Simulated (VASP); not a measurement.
# I (Cmce) in VASP: notebook

I is run at these levels: PBE, LDA, HSE06; tasks: single point.

Program: VASP 6.6.1. These are calculated values, not measurements. Logs are shortened: lines on timing, memory, paths and dates and some standing lists are left out, and cuts for length are marked.

**1. The cell of the first run**

The structure is orthorhombic, space group Cmce (No. 64). The conventional cell has a = 7.270 Å, b = 4.790 Å, c = 9.793 Å, α = 90.00°, β = 90.00°, γ = 90.00°. Within 3.6 Å of I (site symmetry m) lie 3 I at 2.68 to 3.56 Å.

**2. Single point, PBE**

INCAR reads:

```
SYSTEM = I
ALGO = Normal
EDIFF = 1E-7
ENCUT = 520
GGA = PE
ISIF = 2
ISMEAR = 0
LASPH = .TRUE.
LCHARG = .FALSE.
LREAL = .FALSE.
LWAVE = .FALSE.
NBANDS = 22
NELM = 80
PREC = Accurate
SIGMA = 0.025
```

KPOINTS reads:

```
k-points
0
G
  7 7 3
  0 0 0
```

POSCAR reads:

```
I
1.0
    3.6350350000     -2.3950200000      0.0000000000
    3.6350350000      2.3950200000      0.0000000000
    0.0000000000      0.0000000000      9.7934400000
I
4
Direct
    0.6493000000      0.3507000000      0.3844000000
    0.1493000000      0.8507000000      0.1156000000
    0.3507000000      0.6493000000      0.6156000000
    0.8507000000      0.1493000000      0.8844000000
```

Potentials or basis: VASP PAW PBE potentials, release 64 (I).

Started as:

```sh
$ cat potpaw_PBE.64/I/POTCAR > POTCAR
$ mpirun -np 1 vasp_std > vasp.out
```

OUTCAR:

```text
SYSTEM = I
   EDIFF = 1E-7
   ENCUT = 520
   GGA = PE
   ISIF = 2
   ISMEAR = 0
   LASPH = .TRUE.
   LREAL = .FALSE.
   NELM = 80
   PREC = Accurate

 ion  position               nearest neighbor table
   1  0.649  0.351  0.384-   3 2.68   2 3.56   2 3.56
   2  0.149  0.851  0.116-   4 2.68   1 3.56   1 3.56
   3  0.351  0.649  0.616-   1 2.68   4 3.56   4 3.56
   4  0.851  0.149  0.884-   2 2.68   3 3.56   3 3.56

  LATTYP: Found a base centered orthorhombic cell.
 ALAT       =     4.7900400000
 B/A-ratio  =     1.5177472422
 C/A-ratio  =     2.0445424255

  Lattice vectors:

 A1 = (  -3.6350350000,  -2.3950200000,   0.0000000000)
 A2 = (   3.6350350000,  -2.3950200000,   0.0000000000)
 A3 = (   0.0000000000,   0.0000000000,   9.7934400000)

Analysis of symmetry for initial positions (statically):
=====================================================================
 Subroutine PRICEL returns:
 Original cell was already a primitive cell.

 Routine SETGRP: Setting up the symmetry group for a
 base centered orthorhombic supercell.

 Subroutine GETGRP returns: Found  8 space group operations
 (whereof  4 operations were pure point group operations)
 out of a pool of  8 trial point group operations.

The static configuration has the point symmetry C_2h.
 The point group associated with its full space group is D_2h.

Analysis of symmetry for dynamics (positions and initial velocities):
=====================================================================
 Subroutine PRICEL returns:
 Original cell was already a primitive cell.

 Routine SETGRP: Setting up the symmetry group for a
 base centered orthorhombic supercell.

 Subroutine GETGRP returns: Found  8 space group operations
 (whereof  4 operations were pure point group operations)
 out of a pool of  8 trial point group operations.

The dynamic configuration has the point symmetry C_2h.
 The point group associated with its full space group is D_2h.

 Subroutine INISYM returns: Found  8 space group operations
 (whereof  4 operations are pure point group operations),
 and found     1 'primitive' translations

----------------------------------------------------------------------------------------

                                     Primitive cell

  volume of cell :     170.5230

  direct lattice vectors                    reciprocal lattice vectors
     3.635035000 -2.395020000  0.000000000     0.137550257 -0.208766524  0.000000000
     3.635035000  2.395020000  0.000000000     0.137550257  0.208766524  0.000000000
     0.000000000  0.000000000  9.793440000     0.000000000  0.000000000  0.102109167

  length of vectors
     4.353113857  4.353113857  9.793440000     0.250007070  0.250007070  0.102109167

  position of ions in fractional coordinates (direct lattice)
     0.649300000  0.350700000  0.384400000
     0.149300000  0.850700000  0.115600000
     0.350700000  0.649300000  0.615600000
     0.850700000  0.149300000  0.884400000

  ion indices of the primitive-cell ions
   primitive index   ion index
                 1           1
                 2           2
                 3           3
                 4           4

----------------------------------------------------------------------------------------

 KPOINTS: k-points

Automatic generation of k-mesh.
 Grid dimensions read from file:
 generate k-points for:    7    7    3

 Generating k-lattice:

  Cartesian coordinates                     Fractional coordinates (reciprocal lattice)
     0.019650037 -0.029823789  0.000000000     0.142857143  0.000000000  0.000000000
     0.019650037  0.029823789  0.000000000     0.000000000  0.142857143  0.000000000
     0.000000000  0.000000000  0.034036389     0.000000000  0.000000000  0.333333333

  Length of vectors
     0.035715296  0.035715296  0.034036389

  Shift w.r.t. Gamma in fractional coordinates (k-lattice)
     0.000000000  0.000000000  0.000000000

 Subroutine IBZKPT returns following result:
 ===========================================

 Found     32 irreducible k-points:

 Following reciprocal coordinates:
            Coordinates               Weight
  0.000000  0.000000  0.000000      1.000000
  0.142857  0.000000  0.000000      4.000000
  0.285714  0.000000  0.000000      4.000000
  0.428571  0.000000  0.000000      4.000000
  0.142857  0.142857  0.000000      2.000000
  0.285714  0.142857  0.000000      4.000000
[... 16 lines left out ...]
  0.428571  0.142857  0.333333      8.000000
 -0.428571  0.142857  0.333333      8.000000
 [... further k-points ...]
   k-points           NKPTS =     32   k-points in BZ     NKDIM =     32   number of bands    NBANDS=     22
   number of dos      NEDOS =    301   number of ions     NIONS =      4
   total plane-waves  NPLWV =  81920
   dimension x,y,z NGX =    32 NGY =   32 NGZ =   80
   dimension x,y,z NGXF=    64 NGYF=   64 NGZF=  160
   ions per type =               4
   NGX,Y,Z   is equivalent  to a cutoff of  12.22, 12.22, 13.58 a.u.
   NGXF,Y,Z  is equivalent  to a cutoff of  24.44, 24.44, 27.16 a.u.
 SYSTEM =  I
   PREC   = accura    normal or accurate (medium, high low for compatibility)
   ISTART =      0    job   : 0-new  1-cont  2-samecut
   ICHARG =      2    charge: 1-file 2-atom 10-const
   ISPIN  =      1    spin polarized calculation?
   LNONCOLLINEAR =      F non collinear calculations
   LSORBIT =      F    spin-orbit coupling
   LASPH  =      T    aspherical Exc in radial PAW
   ENCUT  =  520.0 eV  38.22 Ry    6.18 a.u.   8.09  8.09 18.21*2*pi/ulx,y,z
   NELM   =     80;   NELMIN=  2; NELMDL= -5     # of ELM steps
   EDIFF  = 0.1E-06   stopping-criterion for ELM
   LREAL  =      F    real-space projection
   EDIFFG = 0.1E-05   stopping-criterion for IOM
   NSW    =      0    number of steps for IOM
   IBRION =     -1    ionic relax: 0-MD 1-quasi-New 2-CG
   NFREE  =      0    steps in history (QN), initial steepest desc. (CG)
   ISIF   =      2    stress and relaxation
   ISYM   =      2    0-nonsym 1-usesym 2-fastsym
   POTIM  = 0.5000    time-step for ionic-motion
   TEBEG  =    0.0;   TEEND  =   0.0 temperature during run
   PSTRESS=    0.0 pullay stress
   NELECT =      28.0000    total number of electrons
   NUPDOWN=      -1.0000    fix difference up-down
   EMIN   =  10.00;   EMAX   =-10.00  energy-range for DOS
   EFERMI =   0.00;   METHOD = LEGACY
   ISMEAR =     0;   SIGMA  =   0.03  broadening in eV -4-tet -1-fermi 0-gaus
   EFERMI_NEDOS =   21; number of points for ismear=-14 and -15
   IALGO  =     38    algorithm
   IMIX   =      4    mixing-type and parameters
     AMIX     =   0.40;   BMIX     =  1.00
     AMIX_MAG =   1.60;   BMIX_MAG =  1.00
  volume/ion in A,a.u.               =      42.63       287.69
  Fermi-wavevector in a.u.,A,eV,Ry     =   0.896465  1.694073 10.934307  0.803649
  Thomas-Fermi vector in A             =   2.018926
   LORBIT       =      0    0 simple, 1 ext, 2 COOP (PROOUT), +10 PAW based schemes
   GGA     = PE    functional components
   LHFCALC =     F    Hartree Fock is set to
   AEXX    =    0.0000 exact exchange contribution
   IVDW    =     0    specifies the selected vdW correction
   LEPSILON=     F    determine dielectric tensor
   LRPA    =     F    only Hartree local field effects (RPA)
 non-spin polarized calculation
 Gauss-broadening in eV      SIGMA  =   0.03
  energy-cutoff  :      520.00
  volume of cell :      170.52
 maximum number of plane-waves:      4633
   NGX = 17   NGY = 17   NGZ = 37

 number of electron      28.0000001 magnetization

 Free energy of the ion-electron system (eV)
  ---------------------------------------------------
  ext. energy  EPLUGINS =         0.00000000
  ---------------------------------------------------
  free energy    TOTEN  =        -5.88884560 eV

  energy without entropy =       -5.88884560  energy(sigma->0) =       -5.88884560

 E-fermi :   2.6320     XC(G=0):  -8.0158

 val. band max:        2.5077087924   @ k =   0.0000   0.0000   0.0000
 cond. band min:       3.8423758409   @ k =   0.4286   0.4286   0.0000
 fundamental gap:      1.3346670485
 Fermi energy:         2.6320472939

 k-point     1 :       0.0000    0.0000    0.0000
  band No.  band energies     occupation
      1     -11.0663      2.00000
      2     -10.6081      2.00000
      3      -8.9991      2.00000
      4      -8.0485      2.00000
      5      -2.0206      2.00000
      6      -0.6660      2.00000
[... 14 lines left out ...]
     21       9.8914      0.00000
     22      10.0042      0.00000

 k-point     2 :       0.1429    0.0000    0.0000
  band No.  band energies     occupation
      1     -11.0040      2.00000
      2     -10.5830      2.00000
      3      -8.9505      2.00000
      4      -8.0988      2.00000
      5      -2.0090      2.00000
      6      -0.8221      2.00000
[... 14 lines left out ...]
     21       9.5605      0.00000
     22       9.9144      0.00000

 k-point     3 :       0.2857    0.0000    0.0000
  band No.  band energies     occupation
      1     -10.8432      2.00000
      2     -10.5376      2.00000
      3      -8.8203      2.00000
      4      -8.2408      2.00000
      5      -2.0195      2.00000
      6      -1.2959      2.00000
[... 14 lines left out ...]
     21       9.9292      0.00000
     22      10.6231      0.00000

 k-point     4 :       0.4286    0.0000    0.0000
  band No.  band energies     occupation
      1     -10.6590      2.00000
      2     -10.5451      2.00000
      3      -8.6412      2.00000
      4      -8.4382      2.00000
      5      -2.0144      2.00000
      6      -1.7869      2.00000
[... 14 lines left out ...]
     21      10.4156      0.00000
     22      11.0702      0.00000

 k-point     5 :       0.1429    0.1429    0.0000
  band No.  band energies     occupation
      1     -11.0112      2.00000
      2     -10.5672      2.00000
      3      -8.9517      2.00000
      4      -8.0401      2.00000
      5      -1.9744      2.00000
      6      -0.7257      2.00000
[... 14 lines left out ...]
     21       9.9404      0.00000
     22      10.0784      0.00000

 k-point     6 :       0.2857    0.1429    0.0000
  band No.  band energies     occupation
      1     -10.9090      2.00000
      2     -10.5169      2.00000
      3      -8.8690      2.00000
      4      -8.0917      2.00000
      5      -1.9423      2.00000
      6      -0.9346      2.00000
[... 14 lines left out ...]
     21       9.7885      0.00000
     22      10.3306      0.00000

 k-point     7 :       0.4286    0.1429    0.0000
  band No.  band energies     occupation
      1     -10.7467      2.00000
      2     -10.4869      2.00000
      3      -8.7347      2.00000
      4      -8.2544      2.00000
      5      -1.9663      2.00000
      6      -1.4366      2.00000
[... 324 lines left out ...]
      6      -1.6534      2.00000
[... 14 lines left out ...]
     21      10.7604      0.00000
     22      11.1037      0.00000

 k-point    21 :       0.1429    0.1429    0.3333
  band No.  band energies     occupation
      1     -10.9239      2.00000
      2     -10.7092      2.00000
      3      -8.7036      2.00000
      4      -8.2564      2.00000
      5      -1.7097      2.00000
      6      -1.1207      2.00000
[... 14 lines left out ...]
     21       9.9338      0.00000
     22       9.9846      0.00000

 k-point    22 :       0.2857    0.1429    0.3333
  band No.  band energies     occupation
      1     -10.8298      2.00000
      2     -10.6389      2.00000
      3      -8.6580      2.00000
      4      -8.2752      2.00000
      5      -1.7406      2.00000
      6      -1.2646      2.00000
[... 14 lines left out ...]
     21       9.7775      0.00000
     22       9.9210      0.00000

 k-point    23 :       0.4286    0.1429    0.3333
  band No.  band energies     occupation
      1     -10.6903      2.00000
      2     -10.5620      2.00000
      3      -8.6074      2.00000
      4      -8.3689      2.00000
      5      -1.8137      2.00000
      6      -1.4822      2.00000
[... 14 lines left out ...]
     21       9.8657      0.00000
     22      10.2390      0.00000

 k-point    24 :      -0.4286    0.1429    0.3333
  band No.  band energies     occupation
      1     -10.5903      2.00000
      2     -10.5607      2.00000
      3      -8.5532      2.00000
      4      -8.5020      2.00000
      5      -1.7688      2.00000
      6      -1.6910      2.00000
[... 14 lines left out ...]
     21      10.5590      0.00000
     22      10.9959      0.00000

 [... further k-points ...]
[... 5 lines left out ...]
  --------------------------------------------------------------------------------------
  -------------------------------------------------------------------------------------
  Total        1.3263205      1.3905034      2.8534747      0.0000000      0.0000000      0.0000000
  in kB       12.4616648     13.0647062     26.8102955      0.0000000      0.0000000      0.0000000
  external PRESSURE =      17.4455555 kB  Pullay stress =       0.0000000 kB

 VOLUME and BASIS-vectors are now :
 -----------------------------------------------------------------------------
  energy-cutoff  :      520.00
  volume of cell :      170.52
      direct lattice vectors                 reciprocal lattice vectors
     3.635035000 -2.395020000  0.000000000     0.137550257 -0.208766524  0.000000000
     3.635035000  2.395020000  0.000000000     0.137550257  0.208766524  0.000000000
     0.000000000  0.000000000  9.793440000     0.000000000  0.000000000  0.102109167

 POSITION                                       TOTAL-FORCE (eV/Angst)
 -----------------------------------------------------------------------------------
      3.63503     -0.71515      3.76460         0.000000     -0.393793     -0.746183
      3.63503      1.67987      1.13212         0.000000     -0.393793      0.746183
      3.63503      0.71515      6.02884         0.000000      0.393793      0.746183
      3.63503     -1.67987      8.66132         0.000000      0.393793     -0.746183
 -----------------------------------------------------------------------------------
    total drift:                               -0.000000     -0.000000      0.000000

  FREE ENERGIE OF THE ION-ELECTRON SYSTEM (eV)
  ---------------------------------------------------
  free  energy   TOTEN  =        -5.8888456001 eV

  energy  without entropy=       -5.8888456001  energy(sigma->0) =       -5.88884560
```

Wall time 59 s (1 thread of AMD EPYC 9R45 (Zen 5), shared host); peak memory 0.27 GiB.

What came out:

```
Free energy            : -5.8888 eV
Pressure               : 1.7 GPa
Largest force          : 0.844 eV/Å
Band gap on the k mesh : 1.33 eV (least direct gap 1.41 eV)
```

Forces in eV/Å, atoms in the order of the input:
```
I    0.000 -0.394 -0.746
I    0.000 -0.394  0.746
I    0.000  0.394  0.746
I    0.000  0.394 -0.746
```

Stress tensor (GPa, compression positive):
```
1.25 0.00 0.00
0.00 1.31 0.00
0.00 0.00 2.68
```

Levels at points of the mesh, in eV from the valence-band top:
| k point | band 11 | band 12 | band 13 | band 14 | band 15 | band 16 | band 17 | band 18 |
| --- | --- | --- | --- | --- | --- | --- | --- | --- |
| (0.00, 0.00, 0.00) | -1.11 | -0.53 | -0.07 | 0.00 | 1.41 | 2.25 | 5.29 | 5.31 |

Caveat: this functional lacks dispersion, which holds the molecules together, so the pressure and a relaxed volume are unreliable; spin-orbit coupling is left out, which moves the levels of the heavy elements.

[end of part 1 of 2]
